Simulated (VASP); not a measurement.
# Sr (P6/mmm) in VASP: relaxation of cell and atoms with PBEsol

Aim: the relaxation of cell and atoms of Sr with PBEsol.

Program: VASP 6.6.1. These are calculated values, not measurements. Logs are shortened: lines on timing, memory, paths and dates and some standing lists are left out, and cuts for length are marked.

## Step 1: The cell of the first run

It takes space group P6/mmm (No. 191, hexagonal). The conventional cell has a = 5.345 Å, b = 5.345 Å, c = 3.136 Å, α = 90.00°, β = 90.00°, γ = 120.00°. Sr (site symmetry 6/mmm) has 14 Sr at 3.14 to 3.46 Å within 4.1 Å. Within 4.1 Å of Sr (site symmetry -6m2) lie 11 Sr at 3.09 to 3.46 Å.

This isn't the form of Sr at room conditions, which is fcc.

## Step 2: Relaxation of cell and atoms, PBEsol, target pressure 23 GPa, at which the enthalpy is minimised

The input, INCAR:

```
PREC = Accurate
ENCUT = 600
EDIFF = 1E-6
ISMEAR = -1
SIGMA = 0.05
LREAL = F
LASPH = T
NELM = 100
ALGO = Normal
ISIF = 3
LWAVE = F
LCHARG = F
GGA = PS
IBRION = 2
NSW = 32
EDIFFG = -0.005
PSTRESS = 230.0
```

The input, KPOINTS:

```
Automatic mesh
0
Gamma
  7 7 10
```

The input, POSCAR:

```
Sr
1.0
    5.3454948290      0.0000000000      0.0000000000
   -2.6727474145      4.6293343177      0.0000000000
    0.0000000000      0.0000000000      3.1363643476
Sr
3
Direct
    0.0000000000      0.0000000000      0.0000000000
    0.3333333333      0.6666666667      0.5000000000
    0.6666666667      0.3333333333      0.5000000000
```

Potentials or basis: VASP PAW PBE potentials, release 64 (Sr_sv).

Started as:

```
$ cat potpaw_PBE.64/Sr_sv/POTCAR > POTCAR
$ mpirun -np 1 vasp_std > vasp.out
```

OUTCAR:

```text
PREC = Accurate
   ENCUT = 600
   EDIFF = 1E-6
   ISMEAR = -1
   LREAL = F
   LASPH = T
   NELM = 100
   ISIF = 3
   GGA = PS
   IBRION = 2
   NSW = 32
   EDIFFG = -0.005
   PSTRESS = 230.0

 ion  position               nearest neighbor table
   1  0.000  0.000  0.000-   2 3.46   3 3.46   2 3.46   3 3.46   2 3.46   2 3.46   3 3.46   3 3.46
                             3 3.46   3 3.46   2 3.46   2 3.46
   2  0.333  0.667  0.500-   3 3.09   3 3.09   3 3.09   1 3.46   1 3.46   1 3.46   1 3.46   1 3.46
                             1 3.46   3 4.40   3 4.40   3 4.40   3 4.40   3 4.40   3 4.40
   3  0.667  0.333  0.500-   2 3.09   2 3.09   2 3.09   1 3.46   1 3.46   1 3.46   1 3.46   1 3.46
                             1 3.46   2 4.40   2 4.40   2 4.40   2 4.40   2 4.40   2 4.40

  LATTYP: Found a hexagonal cell.
 ALAT       =     5.3454948290
 C/A-ratio  =     0.5867304053

  Lattice vectors:

 A1 = (   5.3454948290,   0.0000000000,   0.0000000000)
 A2 = (  -2.6727474145,   4.6293343177,   0.0000000000)
 A3 = (   0.0000000000,   0.0000000000,   3.1363643476)

Analysis of symmetry for initial positions (statically):
=====================================================================
 Subroutine PRICEL returns:
 Original cell was already a primitive cell.

 Routine SETGRP: Setting up the symmetry group for a
 hexagonal supercell.

 Subroutine GETGRP returns: Found 24 space group operations
 (whereof 24 operations were pure point group operations)
 out of a pool of 24 trial point group operations.

The static configuration has the point symmetry D_6h.

Analysis of symmetry for dynamics (positions and initial velocities):
=====================================================================
 Subroutine PRICEL returns:
 Original cell was already a primitive cell.

 Routine SETGRP: Setting up the symmetry group for a
 hexagonal supercell.

 Subroutine GETGRP returns: Found 24 space group operations
 (whereof 24 operations were pure point group operations)
 out of a pool of 24 trial point group operations.

The dynamic configuration has the point symmetry D_6h.

 Subroutine INISYM returns: Found 24 space group operations
 (whereof 24 operations are pure point group operations),
 and found     1 'primitive' translations

----------------------------------------------------------------------------------------

                                     Primitive cell

  volume of cell :      77.6127

  direct lattice vectors                    reciprocal lattice vectors
     5.345494829  0.000000000  0.000000000     0.187073420  0.108006889  0.000000000
    -2.672747414  4.629334318  0.000000000     0.000000000  0.216013779  0.000000000
     0.000000000  0.000000000  3.136364348     0.000000000  0.000000000  0.318840507

  length of vectors
     5.345494829  5.345494829  3.136364348     0.216013779  0.216013779  0.318840507

  position of ions in fractional coordinates (direct lattice)
     0.000000000  0.000000000  0.000000000
     0.333333333  0.666666667  0.500000000
     0.666666667  0.333333333  0.500000000

  ion indices of the primitive-cell ions
   primitive index   ion index
                 1           1
                 2           2
                 3           3

----------------------------------------------------------------------------------------

 KPOINTS: Automatic mesh

Automatic generation of k-mesh.
 Grid dimensions read from file:
 generate k-points for:    7    7   10

 Generating k-lattice:

  Cartesian coordinates                     Fractional coordinates (reciprocal lattice)
     0.026724774  0.015429556  0.000000000     0.142857143  0.000000000  0.000000000
     0.000000000  0.030859111  0.000000000     0.000000000  0.142857143  0.000000000
     0.000000000  0.000000000  0.031884051     0.000000000  0.000000000  0.100000000

  Length of vectors
     0.030859111  0.030859111  0.031884051

  Shift w.r.t. Gamma in fractional coordinates (k-lattice)
     0.000000000  0.000000000  0.000000000

 Subroutine IBZKPT returns following result:
 ===========================================

 Found     48 irreducible k-points:

 Following reciprocal coordinates:
            Coordinates               Weight
  0.000000  0.000000  0.000000      1.000000
  0.142857  0.000000  0.000000      6.000000
  0.285714  0.000000  0.000000      6.000000
  0.428571  0.000000  0.000000      6.000000
  0.142857  0.142857  0.000000      6.000000
  0.285714  0.142857  0.000000     12.000000
[... 16 lines left out ...]
  0.428571  0.142857  0.200000     12.000000
  0.285714  0.285714  0.200000     12.000000
 [... further k-points ...]
   k-points           NKPTS =     48   k-points in BZ     NKDIM =     48   number of bands    NBANDS=     19
   number of dos      NEDOS =    301   number of ions     NIONS =      3
   total plane-waves  NPLWV =  64512
   dimension x,y,z NGX =    48 NGY =   48 NGZ =   28
   dimension x,y,z NGXF=    96 NGYF=   96 NGZF=   56
   ions per type =               3
   NGX,Y,Z   is equivalent  to a cutoff of  14.93, 14.93, 14.84 a.u.
   NGXF,Y,Z  is equivalent  to a cutoff of  29.86, 29.86, 29.68 a.u.
 SYSTEM =  unknown system
   PREC   = accura    normal or accurate (medium, high low for compatibility)
   ISTART =      0    job   : 0-new  1-cont  2-samecut
   ICHARG =      2    charge: 1-file 2-atom 10-const
   ISPIN  =      1    spin polarized calculation?
   LNONCOLLINEAR =      F non collinear calculations
   LSORBIT =      F    spin-orbit coupling
   LASPH  =      T    aspherical Exc in radial PAW
   ENCUT  =  600.0 eV  44.10 Ry    6.64 a.u.  10.68 10.68  6.26*2*pi/ulx,y,z
   NELM   =    100;   NELMIN=  2; NELMDL= -5     # of ELM steps
   EDIFF  = 0.1E-05   stopping-criterion for ELM
   LREAL  =      F    real-space projection
   EDIFFG = -.5E-02   stopping-criterion for IOM
   NSW    =     32    number of steps for IOM
   IBRION =      2    ionic relax: 0-MD 1-quasi-New 2-CG
   NFREE  =      1    steps in history (QN), initial steepest desc. (CG)
   ISIF   =      3    stress and relaxation
   ISYM   =      2    0-nonsym 1-usesym 2-fastsym
   POTIM  = 0.5000    time-step for ionic-motion
   TEBEG  =    0.0;   TEEND  =   0.0 temperature during run
   PSTRESS=  230.0 pullay stress
   NELECT =      30.0000    total number of electrons
   NUPDOWN=      -1.0000    fix difference up-down
   EMIN   =  10.00;   EMAX   =-10.00  energy-range for DOS
   EFERMI =   0.00;   METHOD = LEGACY
   ISMEAR =    -1;   SIGMA  =   0.05  broadening in eV -4-tet -1-fermi 0-gaus
   EFERMI_NEDOS =   21; number of points for ismear=-14 and -15
   IALGO  =     38    algorithm
   IMIX   =      4    mixing-type and parameters
     AMIX     =   0.40;   BMIX     =  1.00
     AMIX_MAG =   1.60;   BMIX_MAG =  1.00
  volume/ion in A,a.u.               =      25.87       174.59
  Fermi-wavevector in a.u.,A,eV,Ry     =   1.192534  2.253563 19.349367  1.422138
  Thomas-Fermi vector in A             =   2.328570
   LORBIT       =      0    0 simple, 1 ext, 2 COOP (PROOUT), +10 PAW based schemes
   GGA     = PS    functional components
   LHFCALC =     F    Hartree Fock is set to
   AEXX    =    0.0000 exact exchange contribution
   IVDW    =     0    specifies the selected vdW correction
   LEPSILON=     F    determine dielectric tensor
   LRPA    =     F    only Hartree local field effects (RPA)
 conjugate gradient relaxation of ions
 non-spin polarized calculation
  energy-cutoff  :      600.00
  volume of cell :       77.61
 maximum number of plane-waves:      2641
 NGX is ok and might be reduce to    48
   NGX = 21   NGY = 21   NGZ = 13

--------------------------------------- Ionic step        1  -------------------------------------------

 number of electron      30.0000000 magnetization

 Free energy of the ion-electron system (eV)
  ---------------------------------------------------
  ext. energy  EPLUGINS =         0.00000000
  ---------------------------------------------------
  free energy    TOTEN  =        -1.72132536 eV

  energy without entropy =       -1.68992245  energy(sigma->0) =       -1.70562391

------------------------ aborting loop because EDIFF is reached ----------------------------------------

  FORCE on cell =-STRESS in cart. coord.  units (eV):
  Direction    XX          YY          ZZ          XY          YZ          ZX
  --------------------------------------------------------------------------------------
  -------------------------------------------------------------------------------------
  Total       11.2857493     11.2857493     11.3054705      0.0000000     -0.0000000      0.0000000
  in kB      232.9742982    232.9742982    233.3814087      0.0000000     -0.0000000      0.0000000
  external PRESSURE =       3.1100017 kB  Pullay stress =     230.0000000 kB
[... 63 lines left out ...]
  enthalpy is  TOTEN    =         9.4200506844 eV   P V=       11.2228416834

--------------------------------------- Ionic step        3  -------------------------------------------

 number of electron      30.0000000 magnetization

 Free energy of the ion-electron system (eV)
  ---------------------------------------------------
  ext. energy  EPLUGINS =         0.00000000
  ---------------------------------------------------
  free energy    TOTEN  =        -1.77695985 eV

  energy without entropy =       -1.74565918  energy(sigma->0) =       -1.76130951

 E-fermi :   4.6706     XC(G=0): -10.1998

 val. band max:        4.6654795071   @ k =   0.4286   0.0000   0.5000
 cond. band min:       4.6766775436   @ k =   0.4286   0.0000   0.3000
 fundamental gap:      0.0111980365
 Fermi energy:         4.6705689901

 k-point     1 :       0.0000    0.0000    0.0000
  band No.  band energies     occupation
      1     -30.9172      2.00000
      2     -30.5221      2.00000
      3     -30.4485      2.00000
      4     -13.5600      2.00000
      5     -13.5600      2.00000
      6     -13.1262      2.00000
[... 11 lines left out ...]
     18       5.9733      0.00000
     19       6.1497      0.00000
[... 489 lines left out ...]
      3     -30.4343      2.00000
      4     -13.7188      2.00000
      5     -13.3544      2.00000
      6     -13.1238      2.00000
[... 11 lines left out ...]
     18       6.3117      0.00000
     19       6.4460      0.00000

 [... further k-points ...]

------------------------ aborting loop because EDIFF is reached ----------------------------------------

  FORCE on cell =-STRESS in cart. coord.  units (eV):
  Direction    XX          YY          ZZ          XY          YZ          ZX
  --------------------------------------------------------------------------------------
  -------------------------------------------------------------------------------------
  Total       11.1950197     11.1950197     11.2020956     -0.0000000     -0.0000000      0.0000000
  in kB      229.9606909    229.9606909    230.1060389     -0.0000000     -0.0000000      0.0000000
  external PRESSURE =       0.0091403 kB  Pullay stress =     230.0000000 kB
[... 18 lines left out ...]
  FREE ENERGIE OF THE ION-ELECTRON SYSTEM (eV)
  ---------------------------------------------------
  free  energy   TOTEN  =        -1.7769598531 eV

  energy  without entropy=       -1.7456591761  energy(sigma->0) =       -1.76130951

  enthalpy is  TOTEN    =         9.4199735472 eV   P V=       11.1969334003

 reached required accuracy - stopping structural energy minimisation
```

Run time: 4.3 min. Hardware: 1 thread of Intel Xeon 8259CL, shared host; peak memory 0.28 GiB.

Results:

```yaml
Free_energy: -1.7770 eV
Relaxed_volume: 26.00 Å³/atom
Relaxed_cell: a = 5.354 Å, b = 5.354 Å, c = 3.142 Å, α = 90.00°, β = 90.00°, γ = 120.00°
Space_group_after_relaxing_to_0.1_Å: P6/mmm (No. 191)
Energy_change_on_relaxing_the_run_minimises_the_enthalpy: -18.5 meV/atom
Ionic_steps: 3
Pressure_after_relaxing: 23.0 GPa
Band_gap_on_the_k_mesh: zero (bands 15 and 16 overlap by 1.68 eV)
```

The path:
| step | energy change (eV) | largest force (eV/Å) | pressure (GPa) | volume (Å³) |
| --- | --- | --- | --- | --- |
| 1 | 0.0000 | 0.0000 | 23.31 | 77.61 |
| 2 | -0.0815 | 0.0000 | 22.86 | 78.18 |
| 3 | -0.0556 | 0.0000 | 23.00 | 78.00 |

Final structure:
```cif
data_structure
_symmetry_space_group_name_H-M 'P 1'
_symmetry_Int_Tables_number 1
_cell_length_a 5.3539
_cell_length_b 5.3539
_cell_length_c 3.1420
_cell_angle_alpha 90.000
_cell_angle_beta 90.000
_cell_angle_gamma 120.000
_cell_volume 78.00
loop_
_atom_site_label
_atom_site_type_symbol
_atom_site_fract_x
_atom_site_fract_y
_atom_site_fract_z
_atom_site_occupancy
Sr1 Sr 0.00000 0.00000 0.00000 1
Sr2 Sr 0.33333 0.66667 0.50000 1
Sr3 Sr 0.66667 0.33333 0.50000 1
```

Caveat: the cell is relaxed towards a set pressure, so the run minimises the enthalpy, not the energy; the PAW data sets were made with another functional, which shifts forces and pressure a little.
